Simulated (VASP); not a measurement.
# Ru (P6_3/mmc) in VASP: single point with PBEsol

Aim: the single point of Ru with PBEsol.

All numbers are computed with VASP 6.6.1; they aren't measurements. Logs are shortened: lines on timing, memory, paths and dates and some standing lists are left out, and cuts for length are marked.

## Step 1: The cell of the first run

It takes space group P6_3/mmc (No. 194, hexagonal). Conventional cell: a = 2.690 Å, b = 2.690 Å, c = 4.251 Å, α = 90.00°, β = 90.00°, γ = 120.00°. Ru (site symmetry -6m2) has 12 Ru at 2.63 to 2.69 Å within 3.5 Å.

## Step 2: Single point, PBEsol

Input file INCAR:

```
SYSTEM = Ru
ALGO = Fast
EDIFF = 1E-6
ENCUT = 520
GGA = PS
ISIF = 2
ISMEAR = 0
LASPH = .TRUE.
LCHARG = .TRUE.
LELF = .TRUE.
LREAL = .FALSE.
LVHAR = .TRUE.
LWAVE = .FALSE.
NBANDS = 21
NELM = 100
PREC = Accurate
SIGMA = 0.15
```

Input file KPOINTS:

```
k-points
0
G
  12 12 8
  0 0 0
```

Input file POSCAR:

```
Ru
1.0
    2.6897328200     -0.0000036377      0.0000023487
   -1.3448695604      2.3293829467      0.0000000472
    0.0000037130      0.0000022298      4.2510932964
Ru
2
Direct
    0.3333328486      0.6666664876      0.2500000802
    0.6666671514      0.3333335124      0.7499999198
```

Potentials or basis: VASP PAW PBE potentials, release 64 (Ru_pv).

Launch:

```sh
$ cat potpaw_PBE.64/Ru_pv/POTCAR > POTCAR
$ mpirun -np 1 vasp_std > vasp.out
```

OUTCAR:

```text
SYSTEM = Ru
   EDIFF = 1E-6
   ENCUT = 520
   GGA = PS
   ISIF = 2
   ISMEAR = 0
   LASPH = .TRUE.
   LREAL = .FALSE.
   NELM = 100
   PREC = Accurate

 ion  position               nearest neighbor table
   1  0.333  0.667  0.250-   2 2.63   2 2.63   2 2.63   2 2.63   2 2.63   2 2.63
   2  0.667  0.333  0.750-   1 2.63   1 2.63   1 2.63   1 2.63   1 2.63   1 2.63

  LATTYP: Found a hexagonal cell.
 ALAT       =     2.6897328200
 C/A-ratio  =     1.5804890600

  Lattice vectors:

 A1 = (   2.6897328200,  -0.0000036377,   0.0000023487)
 A2 = (  -1.3448695604,   2.3293829467,   0.0000000472)
 A3 = (   0.0000037130,   0.0000022298,   4.2510932964)

Analysis of symmetry for initial positions (statically):
=====================================================================
 Subroutine PRICEL returns:
 Original cell was already a primitive cell.

 Routine SETGRP: Setting up the symmetry group for a
 hexagonal supercell.

 Subroutine GETGRP returns: Found 24 space group operations
 (whereof 12 operations were pure point group operations)
 out of a pool of 24 trial point group operations.

The static configuration has the point symmetry D_3d.
 The point group associated with its full space group is D_6h.

Analysis of symmetry for dynamics (positions and initial velocities):
=====================================================================
 Subroutine PRICEL returns:
 Original cell was already a primitive cell.

 Routine SETGRP: Setting up the symmetry group for a
 hexagonal supercell.

 Subroutine GETGRP returns: Found 24 space group operations
 (whereof 12 operations were pure point group operations)
 out of a pool of 24 trial point group operations.

The dynamic configuration has the point symmetry D_3d.
 The point group associated with its full space group is D_6h.

 Subroutine INISYM returns: Found 24 space group operations
 (whereof 12 operations are pure point group operations),
 and found     1 'primitive' translations

----------------------------------------------------------------------------------------

                                     Primitive cell

  volume of cell :      26.6349

  direct lattice vectors                    reciprocal lattice vectors
     2.689732820 -0.000003638  0.000002349     0.371784429  0.214649791 -0.000000437
    -1.344869560  2.329382947  0.000000047     0.000000581  0.429298576 -0.000000225
     0.000003713  0.000002230  4.251093296    -0.000000205 -0.000000123  0.235233605

  length of vectors
     2.689732820  2.689739587  4.251093296     0.429299656  0.429298576  0.235233605

  position of ions in fractional coordinates (direct lattice)
     0.333332849  0.666666488  0.250000080
     0.666667151  0.333333512  0.749999920

  ion indices of the primitive-cell ions
   primitive index   ion index
                 1           1
                 2           2

----------------------------------------------------------------------------------------

 KPOINTS: k-points

Automatic generation of k-mesh.
 Grid dimensions read from file:
 generate k-points for:   12   12    8

 Generating k-lattice:

  Cartesian coordinates                     Fractional coordinates (reciprocal lattice)
     0.030982036  0.017887483 -0.000000036     0.083333333  0.000000000  0.000000000
     0.000000048  0.035774881 -0.000000019     0.000000000  0.083333333  0.000000000
    -0.000000026 -0.000000015  0.029404201     0.000000000 -0.000000000  0.125000000

  Length of vectors
     0.035774971  0.035774881  0.029404201

  Shift w.r.t. Gamma in fractional coordinates (k-lattice)
     0.000000000  0.000000000  0.000000000

 Subroutine IBZKPT returns following result:
 ===========================================

 Found     95 irreducible k-points:

 Following reciprocal coordinates:
            Coordinates               Weight
  0.000000  0.000000  0.000000      1.000000
  0.083333  0.000000  0.000000      6.000000
  0.166667  0.000000  0.000000      6.000000
  0.250000  0.000000  0.000000      6.000000
  0.333333  0.000000  0.000000      6.000000
  0.416667  0.000000  0.000000      6.000000
[... 16 lines left out ...]
  0.250000  0.000000  0.125000     12.000000
  0.333333  0.000000  0.125000     12.000000
 [... further k-points ...]
   k-points           NKPTS =     95   k-points in BZ     NKDIM =     95   number of bands    NBANDS=     21
   number of dos      NEDOS =    301   number of ions     NIONS =      2
   total plane-waves  NPLWV =  12800
   dimension x,y,z NGX =    20 NGY =   20 NGZ =   32
   dimension x,y,z NGXF=    40 NGYF=   40 NGZF=   64
   ions per type =               2
   NGX,Y,Z   is equivalent  to a cutoff of  12.36, 12.36, 12.51 a.u.
   NGXF,Y,Z  is equivalent  to a cutoff of  24.72, 24.72, 25.03 a.u.
 SYSTEM =  Ru
   PREC   = accura    normal or accurate (medium, high low for compatibility)
   ISTART =      0    job   : 0-new  1-cont  2-samecut
   ICHARG =      2    charge: 1-file 2-atom 10-const
   ISPIN  =      1    spin polarized calculation?
   LNONCOLLINEAR =      F non collinear calculations
   LSORBIT =      F    spin-orbit coupling
   LASPH  =      T    aspherical Exc in radial PAW
   ENCUT  =  520.0 eV  38.22 Ry    6.18 a.u.   5.00  5.00  7.90*2*pi/ulx,y,z
   NELM   =    100;   NELMIN=  2; NELMDL= -5     # of ELM steps
   EDIFF  = 0.1E-05   stopping-criterion for ELM
   LREAL  =      F    real-space projection
   EDIFFG = 0.1E-04   stopping-criterion for IOM
   NSW    =      0    number of steps for IOM
   IBRION =     -1    ionic relax: 0-MD 1-quasi-New 2-CG
   NFREE  =      0    steps in history (QN), initial steepest desc. (CG)
   ISIF   =      2    stress and relaxation
   ISYM   =      2    0-nonsym 1-usesym 2-fastsym
   POTIM  = 0.5000    time-step for ionic-motion
   TEBEG  =    0.0;   TEEND  =   0.0 temperature during run
   PSTRESS=    0.0 pullay stress
   NELECT =      28.0000    total number of electrons
   NUPDOWN=      -1.0000    fix difference up-down
   EMIN   =  10.00;   EMAX   =-10.00  energy-range for DOS
   EFERMI =   0.00;   METHOD = LEGACY
   ISMEAR =     0;   SIGMA  =   0.15  broadening in eV -4-tet -1-fermi 0-gaus
   EFERMI_NEDOS =   21; number of points for ismear=-14 and -15
   IALGO  =     68    algorithm
   IMIX   =      4    mixing-type and parameters
     AMIX     =   0.40;   BMIX     =  1.00
     AMIX_MAG =   1.60;   BMIX_MAG =  1.00
  volume/ion in A,a.u.               =      13.32        89.87
  Fermi-wavevector in a.u.,A,eV,Ry     =   1.664603  3.145644 37.700436  2.770904
  Thomas-Fermi vector in A             =   2.751118
   LORBIT       =      0    0 simple, 1 ext, 2 COOP (PROOUT), +10 PAW based schemes
   GGA     = PS    functional components
   LHFCALC =     F    Hartree Fock is set to
   AEXX    =    0.0000 exact exchange contribution
   IVDW    =     0    specifies the selected vdW correction
   LEPSILON=     F    determine dielectric tensor
   LRPA    =     F    only Hartree local field effects (RPA)
 non-spin polarized calculation
 RMM-DIIS sequential band-by-band and
 Gauss-broadening in eV      SIGMA  =   0.15
  energy-cutoff  :      520.00
  volume of cell :       26.63
 maximum number of plane-waves:       735
 NGX is ok and might be reduce to    20
   NGX =  9   NGY =  9   NGZ = 15

 number of electron      27.9999986 magnetization

 Free energy of the ion-electron system (eV)
  ---------------------------------------------------
  ext. energy  EPLUGINS =         0.00000000
  ---------------------------------------------------
  free energy    TOTEN  =       -20.36150410 eV

  energy without entropy =      -20.34514602  energy(sigma->0) =      -20.35332506

 E-fermi :  13.0846     XC(G=0): -14.4007

 val. band max:       13.0834660664   @ k =   0.4167   0.0833   0.5000
 cond. band min:      13.0878781799   @ k =   0.2500   0.0000   0.3750
 fundamental gap:      0.0044121135
 Fermi energy:        13.0846368150

 k-point     1 :       0.0000    0.0000    0.0000
  band No.  band energies     occupation
      1     -30.6224      2.00000
      2     -29.6268      2.00000
      3     -29.6268      2.00000
      4     -29.4441      2.00000
      5     -29.4441      2.00000
      6     -29.3937      2.00000
[... 13 lines left out ...]
     20      23.3094      0.00000
     21      23.6252      0.00000

 k-point     2 :       0.0833    0.0000    0.0000
  band No.  band energies     occupation
      1     -30.5971      2.00000
      2     -29.6805      2.00000
      3     -29.6449      2.00000
      4     -29.5001      2.00000
      5     -29.4514      2.00000
      6     -29.4055      2.00000
[... 13 lines left out ...]
     20      23.3093      0.00000
     21      23.5891      0.00000

 k-point     3 :       0.1667    0.0000    0.0000
  band No.  band energies     occupation
      1     -30.5246      2.00000
      2     -29.8272      2.00000
      3     -29.6928      2.00000
      4     -29.6499      2.00000
      5     -29.4725      2.00000
      6     -29.4411      2.00000
[... 13 lines left out ...]
     20      23.3092      0.00000
     21      23.4788      0.00000

 k-point     4 :       0.2500    0.0000    0.0000
  band No.  band energies     occupation
      1     -30.4149      2.00000
      2     -30.0275      2.00000
      3     -29.8471      2.00000
      4     -29.7555      2.00000
      5     -29.5037      2.00000
      6     -29.5001      2.00000
[... 13 lines left out ...]
     20      23.3090      0.00000
     21      23.3719      0.00000

 k-point     5 :       0.3333    0.0000    0.0000
  band No.  band energies     occupation
      1     -30.2850      2.00000
      2     -30.2274      2.00000
      3     -30.0368      2.00000
      4     -29.8158      2.00000
      5     -29.5791      2.00000
      6     -29.5365      2.00000
[... 13 lines left out ...]
     20      23.3093      0.00000
     21      24.7749      0.00000
[... 382 lines left out ...]
     20      23.3093      0.00000
     21      24.3427      0.00000

 k-point    22 :       0.1667    0.0000    0.1250
  band No.  band energies     occupation
      1     -30.4918      2.00000
      2     -29.8145      2.00000
      3     -29.6845      2.00000
      4     -29.6809      2.00000
      5     -29.4810      2.00000
      6     -29.4587      2.00000
[... 13 lines left out ...]
     20      23.3092      0.00000
     21      24.3076      0.00000

 k-point    23 :       0.2500    0.0000    0.1250
  band No.  band energies     occupation
      1     -30.4038      2.00000
      2     -30.0017      2.00000
      3     -29.8771      2.00000
      4     -29.7460      2.00000
      5     -29.5134      2.00000
      6     -29.5082      2.00000
[... 13 lines left out ...]
     20      23.3090      0.00000
     21      24.3547      0.00000

 k-point    24 :       0.3333    0.0000    0.1250
  band No.  band energies     occupation
      1     -30.3519      2.00000
      2     -30.1429      2.00000
      3     -30.0560      2.00000
      4     -29.8053      2.00000
      5     -29.5765      2.00000
      6     -29.5473      2.00000
[... 13 lines left out ...]
     20      24.6102      0.00000
     21      25.1136      0.00000

 [... further k-points ...]

------------------------ aborting loop because EDIFF is reached ----------------------------------------

  FORCE on cell =-STRESS in cart. coord.  units (eV):
  Direction    XX          YY          ZZ          XY          YZ          ZX
  --------------------------------------------------------------------------------------
  -------------------------------------------------------------------------------------
  Total       -0.0087129     -0.0087130     -0.0033912      0.0000000     -0.0000000     -0.0000000
  in kB       -0.5241134     -0.5241153     -0.2039913      0.0000014     -0.0000004     -0.0000006
  external PRESSURE =      -0.4174067 kB  Pullay stress =       0.0000000 kB

 VOLUME and BASIS-vectors are now :
 -----------------------------------------------------------------------------
  energy-cutoff  :      520.00
  volume of cell :       26.63
      direct lattice vectors                 reciprocal lattice vectors
     2.689732820 -0.000003638  0.000002349     0.371784429  0.214649791 -0.000000437
    -1.344869560  2.329382947  0.000000047     0.000000581  0.429298576 -0.000000225
     0.000003713  0.000002230  4.251093296    -0.000000205 -0.000000123  0.235233605

 POSITION                                       TOTAL-FORCE (eV/Angst)
 -----------------------------------------------------------------------------------
     -0.00000      1.55292      1.06277        -0.000000      0.000000     -0.000000
      1.34487      0.77646      3.18832         0.000000     -0.000000      0.000000
 -----------------------------------------------------------------------------------
    total drift:                                0.000126      0.000048     -0.000202

  FREE ENERGIE OF THE ION-ELECTRON SYSTEM (eV)
  ---------------------------------------------------
  free  energy   TOTEN  =       -20.3615041011 eV

  energy  without entropy=      -20.3451460173  energy(sigma->0) =      -20.35332506
```

Wall time 56 s (1 thread of Intel Xeon 8259CL, shared host); peak memory 0.16 GiB.

Results:

```
Free energy            : -20.3615 eV
Pressure               : 0.0 GPa
Band gap on the k mesh : zero (bands 14 and 15 overlap by 3.28 eV)
```

Caveat: the PAW data sets were made with another functional, which shifts forces and pressure a little.
